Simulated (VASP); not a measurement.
Input of a VASP 6.6.1 run:

Contents of INCAR:

```
SYSTEM = SiGe
PREC = Accurate ; ENCUT = 520
EDIFF = 1E-6 ; ISMEAR = 0
SIGMA = 0.02 ; LREAL = .FALSE.
LASPH = .TRUE. ; NELM = 80
ALGO = Normal ; ISIF = 2
LWAVE = .FALSE. ; LCHARG = .FALSE.
GGA = PS ; NBANDS = 26
```

Contents of KPOINTS:

```
regular mesh
0
G
  12 12 6
  0 0 0
```

Contents of POSCAR:

```
SiGe
1.0
    3.9786088271      0.0000000000      0.0000000000
   -1.9893044136      3.4455763160      0.0000000000
    0.0000000000      0.0000000000      6.4084209190
Si Ge
2 2
Direct
    0.6666666667      0.3333333333      0.8761579615
    0.3333333333      0.6666666667      0.3761579615
    0.6666666667      0.3333333333      0.4988410385
    0.3333333333      0.6666666667     -0.0011589615
```

Potentials or basis: VASP PAW PBE potentials, release 64 (Si, Ge_d).

Command:

```bash
$ cat potpaw_PBE.64/Si/POTCAR potpaw_PBE.64/Ge_d/POTCAR > POTCAR
$ mpirun -np 1 vasp_std > vasp.out
```

Question: Estimate the pressure.

Answer: -2.5 GPa.

Question: Estimate the band gap on the k mesh.

Answer: 0.07 eV, direct.

Stress tensor (GPa, compression positive):
```
-3.78  0.00  0.00
 0.00 -3.78  0.00
 0.00  0.00 -0.02
```

Caveat: the cell differs from its parent crystal (biaxial strain in the a-b plane: +2.0 %, then relaxed in part); the PAW data sets were made with another functional, which shifts forces and pressure a little. A k mesh can miss the band edges.
